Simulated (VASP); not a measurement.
Input of a VASP 6.6.1 run:

File INCAR:

```
SYSTEM = ZrS2
ALGO = Normal ; DIPOL = 0.5 0.5 0.500
EDIFF = 1E-7 ; EDIFFG = -0.04
ENCUT = 450 ; GGA = PE
GGA_COMPAT = .False. ; IBRION = 2
IDIPOL = 3 ; ISIF = 2
ISMEAR = 0 ; IVDW = 12
LASPH = .True. ; LCHARG = .False.
LDIPOL = .True. ; LREAL = .False.
LWAVE = .False. ; NELM = 120
NELMDL = -8 ; NELMIN = 4
NSW = 60 ; PREC = Accurate
SIGMA = 0.05
```

The input KPOINTS:

```
k-points
0
Gamma
  9 9 1
  0 0 0
```

The input POSCAR:

```
ZrS2
1.0
    3.6299990400      0.0000000000      0.0000000000
   -1.8149995200      3.1436713800      0.0000000000
    0.0000000000      0.0000000000     26.7656400374
S Zr
4 2
Direct
    0.6666666700      0.3333333300      0.3362520002
    0.3333333300      0.6666666700      0.4451842001
    0.6666666700      0.3333333300      0.5548157999
    0.3333333300      0.6666666700      0.6637479998
    0.0000000000      0.0000000000      0.3907181002
    0.0000000000      0.0000000000      0.6092818998
```

Potentials or basis: VASP PAW PBE potentials, release 64 (S, Zr_sv).

Run with:

```console
$ cat potpaw_PBE.64/S/POTCAR potpaw_PBE.64/Zr_sv/POTCAR > POTCAR
$ mpirun -np 1 vasp_std > vasp.out
```

Problem. Estimate the energy gained by relaxing.

Solution. 0.4 meV/atom.

Problem. Predict the band gap on the k mesh.

Solution. 0.99 eV (least direct gap 1.65 eV).

Problem. What does it give for the dispersion energy per atom?

Solution. -0.300 eV.

Final structure:
```cif
data_structure
_symmetry_space_group_name_H-M 'P 1'
_symmetry_Int_Tables_number 1
_cell_length_a 3.6300
_cell_length_b 3.6300
_cell_length_c 26.7656
_cell_angle_alpha 90.000
_cell_angle_beta 90.000
_cell_angle_gamma 120.000
_cell_volume 305.44
loop_
_atom_site_label
_atom_site_type_symbol
_atom_site_fract_x
_atom_site_fract_y
_atom_site_fract_z
_atom_site_occupancy
S1 S 0.66667 0.33333 0.33590 1
S2 S 0.33333 0.66667 0.44558 1
S3 S 0.66667 0.33333 0.55442 1
S4 S 0.33333 0.66667 0.66410 1
Zr1 Zr 0.00000 0.00000 0.39084 1
Zr2 Zr 0.00000 0.00000 0.60916 1
```
